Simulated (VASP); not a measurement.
A run of VASP 6.6.1 is set up as follows.

File INCAR:

```
SYSTEM = Si
PREC = Accurate ; ENCUT = 600
EDIFF = 1E-6 ; ISMEAR = 0
SIGMA = 0.1 ; LREAL = .False.
LASPH = .True. ; NELM = 100
ALGO = Normal ; ISIF = 3
LWAVE = .False. ; LCHARG = .False.
GGA = PE ; IVDW = 12
IBRION = 2 ; NSW = 80
EDIFFG = -0.01
```

KPOINTS

```
regular mesh
0
Gamma
  12 12 2
  0 0 0
```

POSCAR

```
Si
1.0
    3.8165551216      0.0000000000      0.0000000000
   -1.9082775608      3.3052336903      0.0000000000
    0.0000000000      0.0000000000     28.0879120994
Si
4
Direct
    0.0000000000      0.0000000000      0.5444004423
    0.0000000000      0.0000000000      0.4555995577
    0.3333333333      0.6666666667      0.4316522429
    0.6666666667      0.3333333333      0.5683477571
```

Potentials or basis: VASP PAW PBE potentials, release 64 (Si).

Command:

```sh
$ cat potpaw_PBE.64/Si/POTCAR > POTCAR
$ mpirun -np 1 vasp_std > vasp.out
```

Problem. Predict the band gap on the k mesh.

Solution. Zero (bands 8 and 9 overlap by 0.15 eV).

Problem. Estimate the dispersion energy per atom.

Solution. -0.254 eV.

Forces on the atoms (eV/Å):
```
Si   0.000  0.000  0.003
Si   0.000  0.000 -0.003
Si   0.000  0.000 -0.001
Si   0.000  0.000  0.001
```

Caveat: there is no dipole correction, which matters where the two faces differ.
